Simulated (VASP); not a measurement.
# Se (Im-3m) in VASP: notebook

Runs on Se. Level: LDA. Tasks: relaxation of cell and atoms.

Program: VASP 6.6.1. These are calculated values, not measurements. Logs are shortened: lines on timing, memory, paths and dates and some standing lists are left out, and cuts for length are marked.

**1. The cell of the first run**

The structure is cubic, space group Im-3m (No. 229). Conventional cell: a = 3.103 Å, b = 3.103 Å, c = 3.103 Å, α = 90.00°, β = 90.00°, γ = 90.00°. Within 3.5 Å of Se (site symmetry m-3m) lie 14 Se at 2.69 to 3.10 Å.

**2. Relaxation of cell and atoms, LDA, target pressure 36 GPa, at which the enthalpy is minimised**

File INCAR:

```
PREC = Accurate
ENCUT = 600
EDIFF = 1E-6
ISMEAR = -1
SIGMA = 0.1
LREAL = F
LASPH = T
NELM = 80
ALGO = Normal
ISIF = 3
LWAVE = F
LCHARG = F
IBRION = 2
NSW = 60
EDIFFG = -0.005
PSTRESS = 360.0
```

File KPOINTS:

```
regular mesh
0
Gamma
  17 17 17
```

File POSCAR:

```
Se
1.0
   -1.5516478366      1.5516478366      1.5516478366
    1.5516478366     -1.5516478366      1.5516478366
    1.5516478366      1.5516478366     -1.5516478366
Se
1
Direct
    0.0000000000      0.0000000000      0.0000000000
```

Potentials or basis: VASP PAW LDA potentials, release 64 (Se).

On the command line:

```
> cat potpaw_LDA.64/Se/POTCAR > POTCAR
> mpirun -np 1 vasp_std > vasp.out
```

OUTCAR:

```text
PREC = Accurate
   ENCUT = 600
   EDIFF = 1E-6
   ISMEAR = -1
   LREAL = F
   LASPH = T
   NELM = 80
   ISIF = 3
   IBRION = 2
   NSW = 60
   EDIFFG = -0.005
   PSTRESS = 360.0

 ion  position               nearest neighbor table
   1  0.000  0.000  0.000-

  LATTYP: Found a body centered cubic cell.
 ALAT       =     3.1032956732

  Lattice vectors:

 A1 = (  -1.5516478366,   1.5516478366,   1.5516478366)
 A2 = (   1.5516478366,  -1.5516478366,   1.5516478366)
 A3 = (   1.5516478366,   1.5516478366,  -1.5516478366)

Analysis of symmetry for initial positions (statically):
=====================================================================
 Subroutine PRICEL returns:
 Original cell was already a primitive cell.

 Routine SETGRP: Setting up the symmetry group for a
 body centered cubic supercell.

 Subroutine GETGRP returns: Found 48 space group operations
 (whereof 48 operations were pure point group operations)
 out of a pool of 48 trial point group operations.

The static configuration has the point symmetry O_h .

Analysis of symmetry for dynamics (positions and initial velocities):
=====================================================================
 Subroutine PRICEL returns:
 Original cell was already a primitive cell.

 Routine SETGRP: Setting up the symmetry group for a
 body centered cubic supercell.

 Subroutine GETGRP returns: Found 48 space group operations
 (whereof 48 operations were pure point group operations)
 out of a pool of 48 trial point group operations.

The dynamic configuration has the point symmetry O_h .

 Subroutine INISYM returns: Found 48 space group operations
 (whereof 48 operations are pure point group operations),
 and found     1 'primitive' translations

----------------------------------------------------------------------------------------

                                     Primitive cell

  volume of cell :      14.9431

  direct lattice vectors                    reciprocal lattice vectors
    -1.551647837  1.551647837  1.551647837     0.000000000  0.322238067  0.322238067
     1.551647837 -1.551647837  1.551647837     0.322238067  0.000000000  0.322238067
     1.551647837  1.551647837 -1.551647837     0.322238067  0.322238067  0.000000000

  length of vectors
     2.687532888  2.687532888  2.687532888     0.455713445  0.455713445  0.455713445

  position of ions in fractional coordinates (direct lattice)
     0.000000000  0.000000000  0.000000000

  ion indices of the primitive-cell ions
   primitive index   ion index
                 1           1

----------------------------------------------------------------------------------------

 KPOINTS: regular mesh

Automatic generation of k-mesh.
 Grid dimensions read from file:
 generate k-points for:   17   17   17

 Generating k-lattice:

  Cartesian coordinates                     Fractional coordinates (reciprocal lattice)
     0.000000000  0.018955180  0.018955180     0.058823529  0.000000000  0.000000000
     0.018955180  0.000000000  0.018955180     0.000000000  0.058823529  0.000000000
     0.018955180  0.018955180  0.000000000     0.000000000  0.000000000  0.058823529

  Length of vectors
     0.026806673  0.026806673  0.026806673

  Shift w.r.t. Gamma in fractional coordinates (k-lattice)
     0.000000000  0.000000000  0.000000000

 Subroutine IBZKPT returns following result:
 ===========================================

 Found    165 irreducible k-points:

 Following reciprocal coordinates:
            Coordinates               Weight
  0.000000  0.000000  0.000000      1.000000
  0.058824  0.000000  0.000000     12.000000
  0.117647  0.000000  0.000000     12.000000
  0.176471  0.000000  0.000000     12.000000
  0.235294  0.000000  0.000000     12.000000
  0.294118  0.000000  0.000000     12.000000
[... 16 lines left out ...]
  0.411765  0.117647 -0.000000     48.000000
  0.176471  0.176471  0.000000     24.000000
 [... further k-points ...]
   k-points           NKPTS =    165   k-points in BZ     NKDIM =    165   number of bands    NBANDS=      7
   number of dos      NEDOS =    301   number of ions     NIONS =      1
   total plane-waves  NPLWV =  13824
   dimension x,y,z NGX =    24 NGY =   24 NGZ =   24
   dimension x,y,z NGXF=    48 NGYF=   48 NGZF=   48
   ions per type =               1
   NGX,Y,Z   is equivalent  to a cutoff of  14.85, 14.85, 14.85 a.u.
   NGXF,Y,Z  is equivalent  to a cutoff of  29.69, 29.69, 29.69 a.u.
 SYSTEM =  unknown system
   PREC   = accura    normal or accurate (medium, high low for compatibility)
   ISTART =      0    job   : 0-new  1-cont  2-samecut
   ICHARG =      2    charge: 1-file 2-atom 10-const
   ISPIN  =      1    spin polarized calculation?
   LNONCOLLINEAR =      F non collinear calculations
   LSORBIT =      F    spin-orbit coupling
   LASPH  =      T    aspherical Exc in radial PAW
   ENCUT  =  600.0 eV  44.10 Ry    6.64 a.u.   5.37  5.37  5.37*2*pi/ulx,y,z
   NELM   =     80;   NELMIN=  2; NELMDL= -5     # of ELM steps
   EDIFF  = 0.1E-05   stopping-criterion for ELM
   LREAL  =      F    real-space projection
   EDIFFG = -.5E-02   stopping-criterion for IOM
   NSW    =     60    number of steps for IOM
   IBRION =      2    ionic relax: 0-MD 1-quasi-New 2-CG
   NFREE  =      1    steps in history (QN), initial steepest desc. (CG)
   ISIF   =      3    stress and relaxation
   ISYM   =      2    0-nonsym 1-usesym 2-fastsym
   POTIM  = 0.5000    time-step for ionic-motion
   TEBEG  =    0.0;   TEEND  =   0.0 temperature during run
   PSTRESS=  360.0 pullay stress
   NELECT =       6.0000    total number of electrons
   NUPDOWN=      -1.0000    fix difference up-down
   EMIN   =  10.00;   EMAX   =-10.00  energy-range for DOS
   EFERMI =   0.00;   METHOD = LEGACY
   ISMEAR =    -1;   SIGMA  =   0.10  broadening in eV -4-tet -1-fermi 0-gaus
   EFERMI_NEDOS =   21; number of points for ismear=-14 and -15
   IALGO  =     38    algorithm
   IMIX   =      4    mixing-type and parameters
     AMIX     =   0.40;   BMIX     =  1.00
     AMIX_MAG =   1.60;   BMIX_MAG =  1.00
  volume/ion in A,a.u.               =      14.94       100.84
  Fermi-wavevector in a.u.,A,eV,Ry     =   1.207755  2.282326 19.846431  1.458672
  Thomas-Fermi vector in A             =   2.343383
   LORBIT       =      0    0 simple, 1 ext, 2 COOP (PROOUT), +10 PAW based schemes
   GGA     = CA    functional components
   LHFCALC =     F    Hartree Fock is set to
   AEXX    =    0.0000 exact exchange contribution
   IVDW    =     0    specifies the selected vdW correction
   LEPSILON=     F    determine dielectric tensor
   LRPA    =     F    only Hartree local field effects (RPA)
 conjugate gradient relaxation of ions
 non-spin polarized calculation
  energy-cutoff  :      600.00
  volume of cell :       14.94
 maximum number of plane-waves:       531
 NGX is ok and might be reduce to    24
   NGX = 11   NGY = 11   NGZ = 11

--------------------------------------- Ionic step        1  -------------------------------------------

 number of electron       5.9999999 magnetization

 Free energy of the ion-electron system (eV)
  ---------------------------------------------------
  ext. energy  EPLUGINS =         0.00000000
  ---------------------------------------------------
  free energy    TOTEN  =        -3.35646573 eV

  energy without entropy =       -3.34009196  energy(sigma->0) =       -3.34827884

------------------------ aborting loop because EDIFF is reached ----------------------------------------

  FORCE on cell =-STRESS in cart. coord.  units (eV):
  Direction    XX          YY          ZZ          XY          YZ          ZX
  --------------------------------------------------------------------------------------
  -------------------------------------------------------------------------------------
  Total        3.4259809      3.4259809      3.4259809      0.0000000      0.0000000     -0.0000000
  in kB      367.3296993    367.3296993    367.3296993      0.0000000      0.0000000     -0.0000000
  external PRESSURE =       7.3296993 kB  Pullay stress =     360.0000000 kB

 VOLUME and BASIS-vectors are now :
 -----------------------------------------------------------------------------
  energy-cutoff  :      600.00
  volume of cell :       14.94
      direct lattice vectors                 reciprocal lattice vectors
    -1.551647837  1.551647837  1.551647837     0.000000000  0.322238067  0.322238067
     1.551647837 -1.551647837  1.551647837     0.322238067  0.000000000  0.322238067
     1.551647837  1.551647837 -1.551647837     0.322238067  0.322238067  0.000000000
[... 7 lines left out ...]
  FREE ENERGIE OF THE ION-ELECTRON SYSTEM (eV)
  ---------------------------------------------------
  free  energy   TOTEN  =        -3.3564657265 eV

  energy  without entropy=       -3.3400919628  energy(sigma->0) =       -3.34827884

  enthalpy is  TOTEN    =         0.0011530927 eV   P V=        3.3576188193

--------------------------------------- Ionic step        2  -------------------------------------------

 number of electron       5.9999999 magnetization

 E-fermi :   9.9189     XC(G=0): -12.1308

 val. band max:        9.9095985622   @ k =   0.2353   0.2353   0.0588
 cond. band min:       9.9448521151   @ k =   0.1765   0.1176   0.0588
 fundamental gap:      0.0352535528
 Fermi energy:         9.9189300795

 k-point     1 :       0.0000    0.0000    0.0000
  band No.  band energies     occupation
      1      -9.4489      2.00000
      2      14.6222      0.00000
      3      14.6222      0.00000
      4      14.6222      0.00000
      5      23.0632      0.00000
      6      23.0632      0.00000
      7      23.0632      0.00000

 k-point     2 :       0.0588    0.0000    0.0000
  band No.  band energies     occupation
      1      -9.3487      2.00000
      2      13.9577      0.00000
      3      14.3398      0.00000
      4      14.5644      0.00000
      5      22.6005      0.00000
      6      22.8209      0.00000
      7      23.5331      0.00000
[... 248 lines left out ...]
  FREE ENERGIE OF THE ION-ELECTRON SYSTEM (eV)
  ---------------------------------------------------
  free  energy   TOTEN  =        -3.3894373801 eV

  energy  without entropy=       -3.3728581966  energy(sigma->0) =       -3.38114779

  enthalpy is  TOTEN    =         0.0015110611 eV   P V=        3.3909484411

--------------------------------------- Ionic step        3  -------------------------------------------

 number of electron       5.9999999 magnetization

 Free energy of the ion-electron system (eV)
  ---------------------------------------------------
  ext. energy  EPLUGINS =         0.00000000
  ---------------------------------------------------
  free energy    TOTEN  =        -3.36761395 eV

  energy without entropy =       -3.35117513  energy(sigma->0) =       -3.35939454

 E-fermi :  10.0251     XC(G=0): -12.1617

 val. band max:       10.0087746337   @ k =   0.2353   0.2353   0.0588
 cond. band min:      10.0455355009   @ k =   0.1765   0.1176   0.0588
 fundamental gap:      0.0367608672
 Fermi energy:        10.0251079101

 k-point     1 :       0.0000    0.0000    0.0000
  band No.  band energies     occupation
      1      -9.4247      2.00000
      2      14.7792      0.00000
      3      14.7792      0.00000
      4      14.7792      0.00000
      5      23.1896      0.00000
      6      23.1896      0.00000
      7      23.1896      0.00000

 k-point     2 :       0.0588    0.0000    0.0000
  band No.  band energies     occupation
      1      -9.3239      2.00000
      2      14.1092      0.00000
      3      14.4928      0.00000
      4      14.7204      0.00000
      5      22.7230      0.00000
      6      22.9469      0.00000
      7      23.6642      0.00000
[... 242 lines left out ...]
 POSITION                                       TOTAL-FORCE (eV/Angst)
 -----------------------------------------------------------------------------------
      0.00000      0.00000      0.00000        -0.000000      0.000000      0.000000
 -----------------------------------------------------------------------------------
    total drift:                               -0.000000     -0.000000      0.000000

  FREE ENERGIE OF THE ION-ELECTRON SYSTEM (eV)
  ---------------------------------------------------
  free  energy   TOTEN  =        -3.3676139480 eV

  energy  without entropy=       -3.3511751261  energy(sigma->0) =       -3.35939454

  enthalpy is  TOTEN    =         0.0010359126 eV   P V=        3.3686498606

 reached required accuracy - stopping structural energy minimisation
```

It took 17 s on 1 thread of Intel Xeon Platinum 8375C at 2.90GHz (Ice Lake), shared host; peak memory 0.14 GiB.

Results:

```
Free energy                                            : -3.3676 eV
Relaxed volume                                         : 14.99 Å³/atom
Relaxed cell                                           : a = 2.690 Å, b = 2.690 Å, c = 2.690 Å, α = 109.47°, β = 109.47°, γ = 109.47°
Space group after relaxing (to 0.05 Å)                 : Im-3m (No. 229)
Energy change on relaxing (the enthalpy is what falls) : -11.1 meV/atom
Ionic steps                                            : 3
Pressure after relaxing                                : 36.0 GPa
Band gap on the k mesh                                 : zero (band 3 reaches 14.78 eV, above the bottom of band 4 at 4.76 eV)
```

The path:
```
step  energy change (eV)  largest force (eV/Å)  pressure (GPa)  volume (Å³)
   1              0.0000                0.0000           36.73        14.94
   2             -0.0330                0.0000           34.47        15.09
   3             -0.0111                0.0000           35.98        14.99
```

Final structure:
```
CELL_PARAMETERS angstrom
-1.55335 1.55335 1.55335
1.55335 -1.55335 1.55335
1.55335 1.55335 -1.55335
ATOMIC_POSITIONS crystal
Se 0.00000 0.00000 0.00000
```

Caveat: the cell is relaxed towards a set pressure, so the enthalpy falls and the energy may rise.

**3. Relaxation of cell and atoms, LDA, target pressure 36 GPa, at which the enthalpy is minimised**

File INCAR:

```
SYSTEM = Se
  ALGO = Normal
  EDIFF = 1E-7
  EDIFFG = -0.005
  ENCUT = 600
  GGA = CA
  IBRION = 2
  ISIF = 3
  ISMEAR = -1
  LASPH = .True.
  LCHARG = .False.
  LREAL = .False.
  LWAVE = .False.
  NELM = 100
  NSW = 32
  PREC = Accurate
  PSTRESS = 360.0
  SIGMA = 0.1
```

File KPOINTS:

```
k-points
0
Gamma
  17 17 17
  0 0 0
```

File POSCAR:

```
Se
1.0
   -1.5519377837      1.5519377837      1.5519377837
    1.5519377837     -1.5519377837      1.5519377837
    1.5519377837      1.5519377837     -1.5519377837
Se
1
Direct
    0.0000000000      0.0000000000      0.0000000000
```

Potentials or basis: VASP PAW LDA potentials, release 64 (Se).

On the command line:

```
> cat potpaw_LDA.64/Se/POTCAR > POTCAR
> mpirun -np 1 vasp_std > vasp.out
```

It took 23 s on 1 thread of Intel Xeon Platinum 8375C at 2.90GHz (Ice Lake), shared host; peak memory 0.15 GiB.

It converged, with:

```yaml
Free_energy: -3.3676 eV
Relaxed_volume: 14.99 Å³/atom
Relaxed_cell: a = 2.690 Å, b = 2.690 Å, c = 2.690 Å, α = 109.47°, β = 109.47°, γ = 109.47°
Space_group_after_relaxing_to_0.05_Å: Im-3m (No. 229)
Energy_change_on_relaxing_the_enthalpy_is_what_falls: -9.2 meV/atom
Ionic_steps: 3
Pressure_after_relaxing: 36.0 GPa
Band_gap_on_the_k_mesh: zero (band 3 reaches 14.78 eV, above the bottom of band 4 at 4.76 eV)
```

Step by step:
```csv
step,energy change (eV),largest force (eV/Å),pressure (GPa),volume (Å³)
1,0.0000,0.0000,36.63,14.95
2,-0.0285,0.0000,34.65,15.08
3,-0.0092,0.0000,36.00,14.99
```

Final structure:
```
Se
1.0
    -1.55334    1.55334    1.55334
     1.55334   -1.55334    1.55334
     1.55334    1.55334   -1.55334
Se
1
Direct
  0.00000 0.00000 0.00000
```

Levels at points of the mesh, in eV from the Fermi level:
| k point | band 1 | band 2 | band 3 | band 4 | band 5 | band 6 | band 7 |
| --- | --- | --- | --- | --- | --- | --- | --- |
| (0.00, 0.00, 0.00) | -19.45 | 4.75 | 4.75 | 4.75 | 13.16 | 13.16 | 13.16 |

Caveat: the cell is relaxed towards a set pressure, so the enthalpy falls and the energy may rise.
